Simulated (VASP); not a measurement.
Input of a VASP 6.6.1 run:

The input INCAR:

```
SYSTEM = MgSi2N2
PREC = Accurate ; ENCUT = 600
EDIFF = 1E-6 ; ISMEAR = 0
SIGMA = 0.1 ; LREAL = .False.
LASPH = .True. ; NELM = 100
ALGO = Normal ; ISIF = 3
LWAVE = .False. ; LCHARG = .False.
GGA = PE ; IBRION = 2
NSW = 100 ; EDIFFG = -0.01
```

File KPOINTS:

```
regular mesh
0
Gamma
  12 12 8
  0 0 0
```

File POSCAR:

```
MgSi2N2
1.0
    1.6694798025     -4.0647581324      0.0000000000
    1.6694798025      4.0647581324      0.0000000000
    0.0000000000      0.0000000000      5.4323017717
Mg Si N
1 2 2
Direct
    0.5000000000      0.5000000000      0.5000000000
    0.1496945173      0.8503054827      0.0000000000
    0.8503054827      0.1496945173      0.0000000000
    0.0000000000      0.0000000000      0.2404308763
    0.0000000000      0.0000000000      0.7595691237
```

Potentials or basis: VASP PAW PBE potentials, release 64 (Mg, Si, N).

Run with:

```sh
$ cat potpaw_PBE.64/Mg/POTCAR potpaw_PBE.64/Si/POTCAR potpaw_PBE.64/N/POTCAR > POTCAR
$ mpirun -np 1 vasp_std > vasp.out
```

Task: What does it give for the relaxed cell?

Result: a = 4.392 Å, b = 4.392 Å, c = 5.425 Å, α = 90.00°, β = 90.00°, γ = 135.32°.

Task: Estimate the relaxed volume.

Result: 14.72 Å³/atom.

Task: What does it give for the space group after relaxing (to 0.1 Å)?

Result: Cmmm (No. 65).

Stress tensor (GPa, compression positive):
```
 0.06  0.00  0.00
 0.00 -0.08  0.00
 0.00  0.00 -0.03
```
